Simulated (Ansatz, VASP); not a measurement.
WS2: VASP beside Ansatz

File INCAR:

```
  PREC = Accurate
  ENCUT = 520
  EDIFF = 1E-8
  ISMEAR = -1
  SIGMA = 0.03
  LREAL = F
  LASPH = T
  NELM = 100
  ALGO = Normal
  ISIF = 2
  LWAVE = F
  LCHARG = F
  GGA = PS
  LEFG = T
  NBANDS = 20
```

KPOINTS

```
regular mesh
0
Gamma
  15 15 15
```

Contents of POSCAR:

```
WS2
1.0
    1.5576599252      0.8993153771      6.0800315456
   -1.5576599252      0.8993153771      6.0800315456
    0.0000000000     -1.7986307542      6.0800315456
W S
1 2
Direct
    0.0000000000      0.0000000000      0.0000000000
    0.7503000000      0.7503000000      0.7503000000
    0.5810000000      0.5810000000      0.5810000000
```

Input for Ansatz:

```yaml
crystal:
  lattice:
    - [1.5576599252, 0.8993153771, 6.0800315456]
    - [-1.5576599252, 0.8993153771, 6.0800315456]
    - [0.0, -1.7986307542, 6.0800315456]
  atoms:
    - { symbol: W, position: [0.0, 0.0, 0.0] }
    - { symbol: S, position: [0.7503, 0.7503, 0.7503] }
    - { symbol: S, position: [0.581, 0.581, 0.581] }
kpoints:
  mp_grid: { grid: [15, 15, 15] }
scf:
  occupations: { method: fermi_dirac, width: 0.03 }
hamiltonian:
  xc: pbesol
  pseudopotentials: { kind: all_electron, datasets: crystal }
output:
  forces: true
  stress: true
  eigenvalues: true
  efg: { contact_densities: true }
```

Change from the starting cell: volume scaled by 0.96, crystal datasets.

Alike in both runs: task electric field gradients; functional PBEsol; k mesh 15 × 15 × 15; occupations fermi-dirac, width 0.03 eV; no spin polarisation.

|  | VASP | Ansatz |
| --- | --- | --- |
| version | VASP 6.6.1 | Ansatz 0.2.0 |
| potentials or method | VASP PAW PBE potentials, release 64 (W_sv, S), cutoff 520 eV | all-electron PAW with datasets made for the crystal, scalar-relativistic |

VASP gave:

| Property | Result |
| --- | --- |
| pressure (GPa) | 7.0 |
| traceless stress, the component that is largest in VASP (GPa) | 1.18 |
| rms of the force components (eV/Å) | 0.434 |
| size of Vzz on the site where it differs most (V/Å²) | 162.8 |

Which values does Ansatz return?

Pressure (GPa): 6.8; traceless stress, the component that is largest in VASP (GPa): 1.13; rms of the force components (eV/Å): 0.425; size of Vzz on the site where it differs most (V/Å²): 177.8.

VASP's potentials were made for PBE, not for PBEsol. Atom by atom the forces differ by 0.011 eV/Å (rms over components). Ansatz ran all-electron here, and VASP with PAW potentials.

Spin-orbit coupling is off throughout.
